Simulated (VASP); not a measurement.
# HfO2 (Fm-3m) in VASP: single point with LDA

Aim: the single point of HfO2 with LDA.

Everything below comes from runs of VASP 6.6.1. Logs are shortened: lines on timing, memory, paths and dates and some standing lists are left out, and cuts for length are marked.

## Step 1: The cell of the first run

It takes space group Fm-3m (No. 225, cubic). The conventional cell has a = 5.115 Å, b = 5.115 Å, c = 5.115 Å, α = 90.00°, β = 90.00°, γ = 90.00°. Hf (site symmetry m-3m) has 8 O at 2.21 Å within 2.9 Å. Within 2.9 Å of O (site symmetry -43m) lie 4 Hf at 2.21 Å and 6 O at 2.56 Å.

## Step 2: Single point, LDA

Input file INCAR:

```
SYSTEM = HfO2
  ALGO = Normal
  EDIFF = 1E-6
  ENCUT = 600
  GGA_COMPAT = .False.
  ISIF = 2
  ISMEAR = 0
  LASPH = .True.
  LCHARG = .False.
  LREAL = .False.
  LWAVE = .False.
  NBANDS = 18
  NELM = 120
  PREC = Accurate
  SIGMA = 0.01
```

Input file KPOINTS:

```
k-points
0
Gamma
  4 4 4
  0 0 0
```

Input file POSCAR:

```
HfO2
1.0
    0.0000000000      2.5575000000      2.5575000000
    2.5575000000      0.0000000000      2.5575000000
    2.5575000000      2.5575000000      0.0000000000
Hf O
1 2
Direct
    0.0000000000      0.0000000000      0.0000000000
    0.2500000000      0.2500000000      0.2500000000
    0.7500000000      0.7500000000      0.7500000000
```

Potentials or basis: VASP PAW LDA potentials, release 64 (Hf_pv, O).

Run with:

```bash
cat potpaw_LDA.64/Hf_pv/POTCAR potpaw_LDA.64/O/POTCAR > POTCAR
mpirun -np 1 vasp_std > vasp.out
```

OUTCAR:

```text
SYSTEM = HfO2
   EDIFF = 1E-6
   ENCUT = 600
   ISIF = 2
   ISMEAR = 0
   LASPH = .True.
   LREAL = .False.
   NELM = 120
   PREC = Accurate

 ion  position               nearest neighbor table
   1  0.000  0.000  0.000-   3 2.21   3 2.21   3 2.21   2 2.21   3 2.21   2 2.21   2 2.21   2 2.21

   2  0.250  0.250  0.250-   1 2.21   1 2.21   1 2.21   1 2.21
   3  0.750  0.750  0.750-   1 2.21   1 2.21   1 2.21   1 2.21

  LATTYP: Found a face centered cubic cell.
 ALAT       =     5.1150000000

  Lattice vectors:

 A1 = (   0.0000000000,   2.5575000000,   2.5575000000)
 A2 = (   2.5575000000,   0.0000000000,   2.5575000000)
 A3 = (   2.5575000000,   2.5575000000,   0.0000000000)

Analysis of symmetry for initial positions (statically):
=====================================================================
 Subroutine PRICEL returns:
 Original cell was already a primitive cell.

 Routine SETGRP: Setting up the symmetry group for a
 face centered cubic supercell.

 Subroutine GETGRP returns: Found 48 space group operations
 (whereof 48 operations were pure point group operations)
 out of a pool of 48 trial point group operations.

The static configuration has the point symmetry O_h .

Analysis of symmetry for dynamics (positions and initial velocities):
=====================================================================
 Subroutine PRICEL returns:
 Original cell was already a primitive cell.

 Routine SETGRP: Setting up the symmetry group for a
 face centered cubic supercell.

 Subroutine GETGRP returns: Found 48 space group operations
 (whereof 48 operations were pure point group operations)
 out of a pool of 48 trial point group operations.

The dynamic configuration has the point symmetry O_h .

 Subroutine INISYM returns: Found 48 space group operations
 (whereof 48 operations are pure point group operations),
 and found     1 'primitive' translations

----------------------------------------------------------------------------------------

                                     Primitive cell

  volume of cell :      33.4562

  direct lattice vectors                    reciprocal lattice vectors
     0.000000000  2.557500000  2.557500000    -0.195503421  0.195503421  0.195503421
     2.557500000  0.000000000  2.557500000     0.195503421 -0.195503421  0.195503421
     2.557500000  2.557500000  0.000000000     0.195503421  0.195503421 -0.195503421

  length of vectors
     3.616851186  3.616851186  3.616851186     0.338621859  0.338621859  0.338621859

  position of ions in fractional coordinates (direct lattice)
     0.000000000  0.000000000  0.000000000
     0.250000000  0.250000000  0.250000000
     0.750000000  0.750000000  0.750000000

  ion indices of the primitive-cell ions
   primitive index   ion index
                 1           1
                 2           2
                 3           3

----------------------------------------------------------------------------------------

 KPOINTS: k-points

Automatic generation of k-mesh.
 Grid dimensions read from file:
 generate k-points for:    4    4    4

 Generating k-lattice:

  Cartesian coordinates                     Fractional coordinates (reciprocal lattice)
    -0.048875855  0.048875855  0.048875855     0.250000000  0.000000000  0.000000000
     0.048875855 -0.048875855  0.048875855     0.000000000  0.250000000  0.000000000
     0.048875855  0.048875855 -0.048875855     0.000000000  0.000000000  0.250000000

  Length of vectors
     0.084655465  0.084655465  0.084655465

  Shift w.r.t. Gamma in fractional coordinates (k-lattice)
     0.000000000  0.000000000  0.000000000

 Subroutine IBZKPT returns following result:
 ===========================================

 Found      8 irreducible k-points:

 Following reciprocal coordinates:
            Coordinates               Weight
  0.000000  0.000000  0.000000      1.000000
  0.250000  0.000000  0.000000      8.000000
  0.500000  0.000000  0.000000      4.000000
  0.250000  0.250000  0.000000      6.000000
  0.500000  0.250000  0.000000     24.000000
 -0.250000  0.250000  0.000000     12.000000
  0.500000  0.500000  0.000000      3.000000
 -0.250000  0.500000  0.250000      6.000000
   k-points           NKPTS =      8   k-points in BZ     NKDIM =      8   number of bands    NBANDS=     18
   number of dos      NEDOS =    301   number of ions     NIONS =      3
   total plane-waves  NPLWV =  27000
   dimension x,y,z NGX =    30 NGY =   30 NGZ =   30
   dimension x,y,z NGXF=    60 NGYF=   60 NGZF=   60
   ions per type =               1   2
   NGX,Y,Z   is equivalent  to a cutoff of  13.79, 13.79, 13.79 a.u.
   NGXF,Y,Z  is equivalent  to a cutoff of  27.58, 27.58, 27.58 a.u.
 SYSTEM =  HfO2
   PREC   = accura    normal or accurate (medium, high low for compatibility)
   ISTART =      0    job   : 0-new  1-cont  2-samecut
   ICHARG =      2    charge: 1-file 2-atom 10-const
   ISPIN  =      1    spin polarized calculation?
   LNONCOLLINEAR =      F non collinear calculations
   LSORBIT =      F    spin-orbit coupling
   LASPH  =      T    aspherical Exc in radial PAW
   ENCUT  =  600.0 eV  44.10 Ry    6.64 a.u.   7.22  7.22  7.22*2*pi/ulx,y,z
   NELM   =    120;   NELMIN=  2; NELMDL= -5     # of ELM steps
   EDIFF  = 0.1E-05   stopping-criterion for ELM
   LREAL  =      F    real-space projection
   EDIFFG = 0.1E-04   stopping-criterion for IOM
   NSW    =      0    number of steps for IOM
   IBRION =     -1    ionic relax: 0-MD 1-quasi-New 2-CG
   NFREE  =      0    steps in history (QN), initial steepest desc. (CG)
   ISIF   =      2    stress and relaxation
   ISYM   =      2    0-nonsym 1-usesym 2-fastsym
   POTIM  = 0.5000    time-step for ionic-motion
   TEBEG  =    0.0;   TEEND  =   0.0 temperature during run
   PSTRESS=    0.0 pullay stress
   NELECT =      22.0000    total number of electrons
   NUPDOWN=      -1.0000    fix difference up-down
   EMIN   =  10.00;   EMAX   =-10.00  energy-range for DOS
   EFERMI =   0.00;   METHOD = LEGACY
   ISMEAR =     0;   SIGMA  =   0.01  broadening in eV -4-tet -1-fermi 0-gaus
   EFERMI_NEDOS =   21; number of points for ismear=-14 and -15
   IALGO  =     38    algorithm
   IMIX   =      4    mixing-type and parameters
     AMIX     =   0.40;   BMIX     =  1.00
     AMIX_MAG =   1.60;   BMIX_MAG =  1.00
  volume/ion in A,a.u.               =      11.15        75.26
  Fermi-wavevector in a.u.,A,eV,Ry     =   1.423607  2.690227 27.574337  2.026657
  Thomas-Fermi vector in A             =   2.544186
   LORBIT       =      0    0 simple, 1 ext, 2 COOP (PROOUT), +10 PAW based schemes
   GGA     = CA    functional components
   LHFCALC =     F    Hartree Fock is set to
   AEXX    =    0.0000 exact exchange contribution
   IVDW    =     0    specifies the selected vdW correction
   LEPSILON=     F    determine dielectric tensor
   LRPA    =     F    only Hartree local field effects (RPA)
 non-spin polarized calculation
 Gauss-broadening in eV      SIGMA  =   0.01
  energy-cutoff  :      600.00
  volume of cell :       33.46
 maximum number of plane-waves:      1139
 NGX is ok and might be reduce to    30
   NGX = 15   NGY = 15   NGZ = 15

 number of electron      21.9999993 magnetization

 Free energy of the ion-electron system (eV)
  ---------------------------------------------------
  ext. energy  EPLUGINS =         0.00000000
  ---------------------------------------------------
  free energy    TOTEN  =       -32.91519491 eV

  energy without entropy =      -32.91519491  energy(sigma->0) =      -32.91519491

 E-fermi :   3.8876     XC(G=0): -12.1746

 val. band max:        3.8218221170   @ k =   0.5000   0.5000   0.0000
 cond. band min:       7.3467210324   @ k =   0.5000   0.5000   0.0000
 fundamental gap:      3.5248989154
 Fermi energy:         3.8876047585

 k-point     1 :       0.0000    0.0000    0.0000
  band No.  band energies     occupation
      1     -25.7893      2.00000
      2     -25.7893      2.00000
      3     -25.7893      2.00000
      4     -14.4855      2.00000
      5     -11.4592      2.00000
      6      -1.4236      2.00000
[... 10 lines left out ...]
     17      13.8583      0.00000
     18      16.2658      0.00000

 k-point     2 :       0.2500    0.0000    0.0000
  band No.  band energies     occupation
      1     -25.9933      2.00000
      2     -25.8125      2.00000
      3     -25.8125      2.00000
      4     -13.8006      2.00000
      5     -11.9716      2.00000
      6      -0.9138      2.00000
[... 10 lines left out ...]
     17      13.1440      0.00000
     18      15.9614      0.00000

 k-point     3 :       0.5000    0.0000    0.0000
  band No.  band energies     occupation
      1     -26.1839      2.00000
      2     -25.8356      2.00000
      3     -25.8356      2.00000
      4     -13.2484      2.00000
      5     -12.1966      2.00000
      6      -0.4160      2.00000
[... 10 lines left out ...]
     17      12.8509      0.00000
     18      15.7585      0.00000

 k-point     4 :       0.2500    0.2500    0.0000
  band No.  band energies     occupation
      1     -26.0069      2.00000
      2     -25.8468      2.00000
      3     -25.8468      2.00000
      4     -13.5144      2.00000
      5     -12.1625      2.00000
      6      -0.7752      2.00000
[... 10 lines left out ...]
     17      12.5388      0.00000
     18      16.2412      0.00000

 k-point     5 :       0.5000    0.2500    0.0000
  band No.  band energies     occupation
      1     -26.1288      2.00000
      2     -25.9403      2.00000
      3     -25.8698      2.00000
      4     -12.8364      2.00000
      5     -12.4417      2.00000
      6      -1.4014      2.00000
[... 10 lines left out ...]
     17      14.5400      0.00000
     18      16.2172      0.00000

 k-point     6 :      -0.2500    0.2500    0.0000
  band No.  band energies     occupation
      1     -26.0726      2.00000
      2     -25.9530      2.00000
      3     -25.8358      2.00000
      4     -13.0655      2.00000
      5     -12.3641      2.00000
      6      -1.0729      2.00000
[... 10 lines left out ...]
     17      14.2298      0.00000
     18      16.1772      0.00000

 k-point     7 :       0.5000    0.5000    0.0000
  band No.  band energies     occupation
      1     -26.2048      2.00000
      2     -25.9037      2.00000
      3     -25.9037      2.00000
      4     -12.7308      2.00000
      5     -12.3732      2.00000
      6      -2.5827      2.00000
[... 10 lines left out ...]
     17      16.2416      0.00000
     18      16.5705      0.00000

 k-point     8 :      -0.2500    0.5000    0.2500
  band No.  band energies     occupation
      1     -26.0570      2.00000
      2     -26.0570      2.00000
      3     -25.9056      2.00000
      4     -12.5475      2.00000
      5     -12.5475      2.00000
      6      -1.4233      2.00000
[... 10 lines left out ...]
     17      16.2397      0.00000
     18      16.2963      0.00000

------------------------ aborting loop because EDIFF is reached ----------------------------------------

  FORCE on cell =-STRESS in cart. coord.  units (eV):
  Direction    XX          YY          ZZ          XY          YZ          ZX
  --------------------------------------------------------------------------------------
  -------------------------------------------------------------------------------------
  Total       -4.0931874     -4.0931874     -4.0931874     -0.0000000     -0.0000000     -0.0000000
  in kB     -196.0177007   -196.0177007   -196.0177007     -0.0000000     -0.0000000     -0.0000000
  external PRESSURE =    -196.0177007 kB  Pullay stress =       0.0000000 kB

 VOLUME and BASIS-vectors are now :
 -----------------------------------------------------------------------------
  energy-cutoff  :      600.00
  volume of cell :       33.46
      direct lattice vectors                 reciprocal lattice vectors
     0.000000000  2.557500000  2.557500000    -0.195503421  0.195503421  0.195503421
     2.557500000  0.000000000  2.557500000     0.195503421 -0.195503421  0.195503421
     2.557500000  2.557500000  0.000000000     0.195503421  0.195503421 -0.195503421

 POSITION                                       TOTAL-FORCE (eV/Angst)
 -----------------------------------------------------------------------------------
      0.00000      0.00000      0.00000        -0.000000      0.000000     -0.000000
      1.27875      1.27875      1.27875        -0.000000     -0.000000      0.000000
      3.83625      3.83625      3.83625         0.000000      0.000000     -0.000000
 -----------------------------------------------------------------------------------
    total drift:                                0.000000     -0.000000      0.000000

  FREE ENERGIE OF THE ION-ELECTRON SYSTEM (eV)
  ---------------------------------------------------
  free  energy   TOTEN  =       -32.9151949141 eV

  energy  without entropy=      -32.9151949141  energy(sigma->0) =      -32.91519491
```

Run time: 3.5 s. Hardware: 1 thread of Intel Xeon 6975P-C (Granite Rapids), shared host; peak memory 0.15 GiB.

Results:

```
Free energy            : -32.9152 eV
Pressure               : -19.6 GPa
Band gap on the k mesh : 3.52 eV, direct
```

Caveat: the k points lie up to 0.53 Å⁻¹ apart; spin-orbit coupling is left out, which moves the levels of the heavy elements.
